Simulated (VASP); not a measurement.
# BN (F-43m) in VASP: settings compared

Aim: see how the results for BN move with the level of theory and the settings. Levels: PBE, LDA. Tasks: G0W0 quasiparticle levels.

All numbers are computed with VASP 6.6.1; they aren't measurements. Logs are shortened: lines on timing, memory, paths and dates and some standing lists are left out, and cuts for length are marked.

## 1. The cell of the first run

It takes space group F-43m (No. 216, cubic). The conventional cell has a = 3.610 Å, b = 3.610 Å, c = 3.610 Å, α = 90.00°, β = 90.00°, γ = 90.00°. B (site symmetry -43m) has 4 N at 1.56 Å within 2.1 Å. N (site symmetry -43m) has 4 B at 1.56 Å within 2.1 Å.

## 2. G0W0 quasiparticle levels, PBE

The input, POSCAR:

```
BN
1.0
    0.0000000000      1.8048254535      1.8048254535
    1.8048254535      0.0000000000      1.8048254535
    1.8048254535      1.8048254535      0.0000000000
B N
1 1
Direct
    0.0000000000      0.0000000000      0.0000000000
    0.2500000000      0.2500000000      0.2500000000
```

The input, INCAR.step1:

```
  ALGO = Normal
  EDIFF = 1E-8
  ENCUT = 500
  GGA = PE
  ISMEAR = 0
  LASPH = T
  LCHARG = F
  LREAL = F
  LWAVE = T
  NELM = 100
  PREC = Accurate
  SIGMA = 0.01
```

The input, INCAR.step2:

```
  ALGO = Exact
  EDIFF = 1E-8
  ENCUT = 500
  GGA = PE
  ISMEAR = 0
  ISTART = 1
  LASPH = T
  LCHARG = F
  LOPTICS = T
  LREAL = F
  LWAVE = T
  NBANDS = 94
  NELM = 1
  PREC = Accurate
  SIGMA = 0.01
```

The input, INCAR.step3:

```
  ALGO = EVGW0
  EDIFF = 1E-8
  ENCUT = 500
  ENCUTGW = 60.0
  GGA = PE
  ISMEAR = 0
  ISTART = 1
  LASPH = T
  LCHARG = F
  LREAL = F
  LWAVE = F
  NBANDS = 94
  NBANDSGW = 12
  NELMGW = 1
  NOMEGA = 48
  PREC = Accurate
  PRECFOCK = Fast
  SIGMA = 0.01
```

The input, KPOINTS:

```
k-points
0
Gamma
  4 4 4
```

Potentials or basis: VASP PAW PBE potentials, release 64 (B_GW, N_GW).

On the command line:

```
cat potpaw_PBE.64/B_GW/POTCAR potpaw_PBE.64/N_GW/POTCAR > POTCAR
cp INCAR.step1 INCAR
mpirun -np 1 vasp_std > vasp.out
cp INCAR.step2 INCAR
mpirun -np 1 vasp_std > vasp.out
cp INCAR.step3 INCAR
mpirun -np 1 vasp_std > vasp.out
```

OUTCAR:

```text
EDIFF = 1E-8
   ENCUT = 500
   ENCUTGW = 60.0
   GGA = PE
   ISMEAR = 0
   ISTART = 1
   LASPH = T
   LREAL = F
   NELMGW = 1
   PREC = Accurate
   PRECFOCK = Fast

 ion  position               nearest neighbor table
   1  0.000  0.000  0.000-   2 1.56   2 1.56   2 1.56   2 1.56
   2  0.250  0.250  0.250-   1 1.56   1 1.56   1 1.56   1 1.56

  LATTYP: Found a face centered cubic cell.
 ALAT       =     3.6096509070

  Lattice vectors:

 A1 = (   0.0000000000,   1.8048254535,   1.8048254535)
 A2 = (   1.8048254535,   0.0000000000,   1.8048254535)
 A3 = (   1.8048254535,   1.8048254535,   0.0000000000)

Analysis of symmetry for initial positions (statically):
=====================================================================
 Subroutine PRICEL returns:
 Original cell was already a primitive cell.

 Routine SETGRP: Setting up the symmetry group for a
 face centered cubic supercell.

 Subroutine GETGRP returns: Found 24 space group operations
 (whereof 24 operations were pure point group operations)
 out of a pool of 48 trial point group operations.

The static configuration has the point symmetry T_d .

Analysis of symmetry for dynamics (positions and initial velocities):
=====================================================================
 Subroutine PRICEL returns:
 Original cell was already a primitive cell.

 Routine SETGRP: Setting up the symmetry group for a
 face centered cubic supercell.

 Subroutine GETGRP returns: Found 24 space group operations
 (whereof 24 operations were pure point group operations)
 out of a pool of 48 trial point group operations.

The dynamic configuration has the point symmetry T_d .

 Subroutine INISYM returns: Found 24 space group operations
 (whereof 24 operations are pure point group operations),
 and found     1 'primitive' translations

----------------------------------------------------------------------------------------

                                     Primitive cell

  volume of cell :      11.7581

  direct lattice vectors                    reciprocal lattice vectors
     0.000000000  1.804825453  1.804825453    -0.277035100  0.277035100  0.277035100
     1.804825453  0.000000000  1.804825453     0.277035100 -0.277035100  0.277035100
     1.804825453  1.804825453  0.000000000     0.277035100  0.277035100 -0.277035100

  length of vectors
     2.552408634  2.552408634  2.552408634     0.479838869  0.479838869  0.479838869

  position of ions in fractional coordinates (direct lattice)
     0.000000000  0.000000000  0.000000000
     0.250000000  0.250000000  0.250000000

  ion indices of the primitive-cell ions
   primitive index   ion index
                 1           1
                 2           2

----------------------------------------------------------------------------------------

 KPOINTS: k-points

Automatic generation of k-mesh.
 Grid dimensions read from file:
 generate k-points for:    4    4    4

 Generating k-lattice:

  Cartesian coordinates                     Fractional coordinates (reciprocal lattice)
    -0.069258775  0.069258775  0.069258775     0.250000000  0.000000000  0.000000000
     0.069258775 -0.069258775  0.069258775     0.000000000  0.250000000  0.000000000
     0.069258775  0.069258775 -0.069258775     0.000000000  0.000000000  0.250000000

  Length of vectors
     0.119959717  0.119959717  0.119959717

  Shift w.r.t. Gamma in fractional coordinates (k-lattice)
     0.000000000  0.000000000  0.000000000

 Subroutine IBZKPT returns following result:
 ===========================================

 Found      8 irreducible k-points:

 Following reciprocal coordinates:
            Coordinates               Weight
  0.000000  0.000000  0.000000      1.000000
  0.250000  0.000000  0.000000      8.000000
  0.500000  0.000000  0.000000      4.000000
  0.250000  0.250000  0.000000      6.000000
  0.500000  0.250000  0.000000     24.000000
 -0.250000  0.250000  0.000000     12.000000
  0.500000  0.500000  0.000000      3.000000
 -0.250000  0.500000  0.250000      6.000000
   k-points           NKPTS =      8   k-points in BZ     NKDIM =     64   number of bands    NBANDS=     94
   number of dos      NEDOS =    301   number of ions     NIONS =      2
   total plane-waves  NPLWV =   8000
   dimension x,y,z NGX =    20 NGY =   20 NGZ =   20
   dimension x,y,z NGXF=    40 NGYF=   40 NGZF=   40
   ions per type =               1   1
   NGX,Y,Z   is equivalent  to a cutoff of  13.03, 13.03, 13.03 a.u.
   NGXF,Y,Z  is equivalent  to a cutoff of  26.05, 26.05, 26.05 a.u.
 SYSTEM =  unknown system
   PREC   = accura    normal or accurate (medium, high low for compatibility)
   ISTART =      1    job   : 0-new  1-cont  2-samecut
   ICHARG =      0    charge: 1-file 2-atom 10-const
   ISPIN  =      1    spin polarized calculation?
   LNONCOLLINEAR =      F non collinear calculations
   LSORBIT =      F    spin-orbit coupling
   LASPH  =      T    aspherical Exc in radial PAW
   ENCUT  =  500.0 eV  36.75 Ry    6.06 a.u.   4.65  4.65  4.65*2*pi/ulx,y,z
   NELM   =     60;   NELMIN=  2; NELMDL=  0     # of ELM steps
   EDIFF  = 0.1E-07   stopping-criterion for ELM
   LREAL  =      F    real-space projection
   EDIFFG = 0.1E-06   stopping-criterion for IOM
   NSW    =      0    number of steps for IOM
   IBRION =     -1    ionic relax: 0-MD 1-quasi-New 2-CG
   NFREE  =      0    steps in history (QN), initial steepest desc. (CG)
   ISIF   =      0    stress and relaxation
   ISYM   =      3    0-nonsym 1-usesym 2-fastsym
   POTIM  = 0.5000    time-step for ionic-motion
   TEBEG  =    0.0;   TEEND  =   0.0 temperature during run
   PSTRESS=    0.0 pullay stress
   NELECT =       8.0000    total number of electrons
   NUPDOWN=      -1.0000    fix difference up-down
   EMIN   =  10.00;   EMAX   =-10.00  energy-range for DOS
   EFERMI =   0.00;   METHOD = LEGACY
   ISMEAR =     0;   SIGMA  =   0.01  broadening in eV -4-tet -1-fermi 0-gaus
   EFERMI_NEDOS =   21; number of points for ismear=-14 and -15
   IALGO  =     38    algorithm
   IMIX   =      4    mixing-type and parameters
     AMIX     =   0.40;   BMIX     =  1.00
     AMIX_MAG =   1.60;   BMIX_MAG =  1.00
  volume/ion in A,a.u.               =       5.88        39.67
  Fermi-wavevector in a.u.,A,eV,Ry     =   1.439880  2.720979 28.208337  2.073254
  Thomas-Fermi vector in A             =   2.558686
   LORBIT       =      0    0 simple, 1 ext, 2 COOP (PROOUT), +10 PAW based schemes
   GGA     = PE    functional components
   LHFCALC =     T    Hartree Fock is set to
   PRECFOCK=fast      Normal, Fast or Accurate (Low or Medium for compatibility)
   ENCUT4O =  -1.0   cutoff for four orbital integrals eV
   NKREDX  =     1    reduce k-point grid by
   NKREDY  =     1    reduce k-point grid by
   NKREDZ  =     1    reduce k-point grid by
   AEXX    =    1.0000 exact exchange contribution
   HFSCREEN=    0.0000 screening length (either q_TF or 0.3 A-1)
   HFSCREENC=   0.0000 screening length for correlation (either q_TF or 0.3 A-1)
   ENCUTFOCK=  -1.0 apply spherical cutoff to Coloumb kernel
   IVDW    =     0    specifies the selected vdW correction
   LEPSILON=     F    determine dielectric tensor
   LRPA    =     F    only Hartree local field effects (RPA)
   LRPAFORCE           =     F    calculate RPA forces
   ENCUTGW             =  60.0    cutoff for response function in eV
   ENCUTGWSOFT         =  48.0    soft cutoff for Coulomb kernel in GW response function in eV
   ENCUTLF             =  -1.0    cutoff for local field effects
   NELMGW              =     1    number of iterations in solving QP/BSE equation
   NELMHF              =     1    number of iterations in the inner HF iteration
   NKREDLFX            =     1    NKREDLFY  =   1   NKREDLFZ  =   1
 non-spin polarized calculation
 Gauss-broadening in eV      SIGMA  =   0.01
  energy-cutoff  :      500.00
  volume of cell :       11.76
 maximum number of plane-waves:       308
 NGX is ok and might be reduce to    20
  NGX = 12; NGY = 12; NGZ = 12
   NGX =  9   NGY =  9   NGZ =  9
 maximum number of plane-waves:        15
 NGX is ok and might be reduce to    10

 QP shifts <psi_nk| G(iteration)W_0 |psi_nk>: iteration 1
 for sc-GW calculations column KS-energies equals QP-energies in previous step
 and V_xc(KS)=  KS-energies - (<T + V_ion + V_H > + <T+V_H+V_ion>^1  + <V_x>^1)

 k-point   1 :       0.0000    0.0000    0.0000
  band No.  KS-energies  QP-energies   sigma(KS)   V_xc(KS)     V^pw_x(r,r')   Z            occupation Imag(sigma)

      1     -12.7476     -14.3925     -17.6136     -15.4910     -26.5031       0.7749       2.0000       1.4143
      2       7.5490       7.2678     -18.6395     -18.3005     -22.1072       0.8295       2.0000       0.1107
      3       7.5490       7.2678     -18.6395     -18.3005     -22.1072       0.8295       2.0000       0.1107
      4       7.5490       7.2678     -18.6395     -18.3005     -22.1072       0.8295       2.0000       0.1107
      5      16.3651      17.9429     -11.9060     -13.7983      -6.9024       0.8338       0.0000      -0.1184
      6      16.3651      17.9429     -11.9060     -13.7983      -6.9024       0.8338       0.0000      -0.1184
      7      16.3651      17.9429     -11.9060     -13.7983      -6.9024       0.8338       0.0000      -0.1184
      8      17.9615      19.1913     -13.9372     -15.4381      -8.2663       0.8194       0.0000      -0.1463
      9      32.3532      32.9916     -10.6450     -11.4426      -3.2890       0.8004       0.0000      -0.5899
     10      35.3551      36.6118     -11.8208     -13.3387      -5.4388       0.8279       0.0000      -0.5725
     11      35.3551      36.6118     -11.8208     -13.3387      -5.4388       0.8279       0.0000      -0.5725
     12      35.9583      36.6462     -10.2585     -11.0914      -3.0366       0.8260       0.0000      -0.9785

 k-point   2 :       0.2500    0.0000    0.0000
  band No.  KS-energies  QP-energies   sigma(KS)   V_xc(KS)     V^pw_x(r,r')   Z            occupation Imag(sigma)
[... 97 lines left out ...]
      1      -6.8136      -8.1829     -19.3711     -17.5671     -26.9892       0.7590       2.0000       0.6152
      2      -0.0768      -1.2030     -17.1794     -15.7558     -22.3060       0.7912       2.0000       0.2170
      3       0.5349      -0.4786     -16.6815     -15.4161     -21.2471       0.8009       2.0000       0.1917
      4       0.9925       0.0427     -16.2544     -15.0752     -20.4667       0.8055       2.0000       0.1743
      5      17.1604      18.5311     -13.0497     -14.6979      -8.2138       0.8316       0.0000      -0.1254
      6      20.8916      22.5099     -12.3624     -14.3585      -6.1409       0.8108       0.0000      -0.1900
      7      22.0612      23.3071     -10.9083     -12.4114      -5.1968       0.8289       0.0000      -0.1625
      8      22.2674      24.2763     -14.0463     -16.5540      -7.9922       0.8011       0.0000      -0.1970
      9      26.9320      29.0011     -13.7123     -16.3401      -6.8000       0.7874       0.0000      -0.3337
     10      33.2027      34.9852     -11.8176     -14.0564      -4.3500       0.7962       0.0000      -0.6793
     11      37.1386      38.3065     -11.5759     -12.9952      -4.2580       0.8228       0.0000      -0.9262
     12      40.9563      42.3398     -11.2587     -12.9505      -3.7741       0.8178       0.0000      -1.0845
```

Run time: 59 s. Hardware: 1 thread of AMD EPYC 7R13, shared host; peak memory 0.12 GiB.

What came out:

| Item | Value |
| --- | --- |
| Band gap on the k mesh, mean-field level | 4.44 eV, indirect (least direct gap 8.82 eV) |
| Quasiparticle gap | 5.47 eV |
| Least direct quasiparticle gap | 10.68 eV |

Levels at points of the mesh, in eV from the valence-band top:
| k point | band 1 | band 2 | band 3 | band 4 | band 5 | band 6 | band 7 | band 8 |
| --- | --- | --- | --- | --- | --- | --- | --- | --- |
| (0.00, 0.00, 0.00) | -20.30 | 0.00 | 0.00 | 0.00 | 8.82 | 8.82 | 8.82 | 10.41 |
| (0.50, 0.00, 0.00) | -16.05 | -10.75 | -1.96 | -1.96 | 10.18 | 10.71 | 10.71 | 15.30 |
| (0.50, 0.50, 0.00) | -14.68 | -8.96 | -4.94 | -4.94 | 4.44 | 9.23 | 17.99 | 17.99 |

Caveat: the k points lie up to 0.75 Å⁻¹ apart; bands, screening cutoff and mesh are small and nothing is extrapolated, so the quasiparticle values aren't converged. A k mesh can miss the band edges.

(Continued in part 2 of 2.)
